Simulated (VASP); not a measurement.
Write the native input for VASP 6.6.1 that does the following.

| Quantity | Value |
| --- | --- |
| Task | single point |
| Functional | LDA |
| Potentials or basis | VASP PAW LDA potentials, release 64 (Mg, O) |
| Cutoff | 520 eV |
| k mesh | 9 × 9 × 6 |
| Occupations | fermi-dirac, width 0.05 eV |
| Spin | no spin polarisation |
| Dipole correction | no |
| Further INCAR settings | ALGO = Normal; EDIFF = 1e-06; NBANDS = 16 |

The structure of MgO lies in POSCAR:

```
MgO
1.0
    3.3513154912      0.0000000000      0.0000000000
   -1.6756577457      2.9023243515      0.0000000000
    0.0000000000      0.0000000000      5.0484534221
Mg O
2 2
Direct
    0.6666666667      0.3333333333      0.5021597400
    0.3333333333      0.6666666667      0.0021597400
    0.6666666667      0.3333333333      0.9024402600
    0.3333333333      0.6666666667      0.4024402600
```

This cell differs from its parent crystal: volume scaled by 1.04.

The input as run:

INCAR

```
SYSTEM = MgO
  ALGO = Normal
  EDIFF = 1E-6
  ENCUT = 520
  GGA = CA
  ISIF = 2
  ISMEAR = -1
  LASPH = .True.
  LCHARG = .False.
  LREAL = .False.
  LWAVE = .False.
  NBANDS = 16
  NELM = 80
  PREC = Accurate
  SIGMA = 0.05
```

KPOINTS

```
k-points
0
Gamma
  9 9 6
  0 0 0
```

Potentials or basis: VASP PAW LDA potentials, release 64 (Mg, O).

Run with:

```sh
$ cat potpaw_LDA.64/Mg/POTCAR potpaw_LDA.64/O/POTCAR > POTCAR
$ mpirun -np 1 vasp_std > vasp.out
```

It gave:

The pressure is -9.5 GPa. The largest force is 0.085 eV/Å and the band gap on the k mesh is 3.15 eV, direct.

It took 65 s on 1 thread of Intel Xeon 8259CL (shared host), peak memory 0.17 GiB.
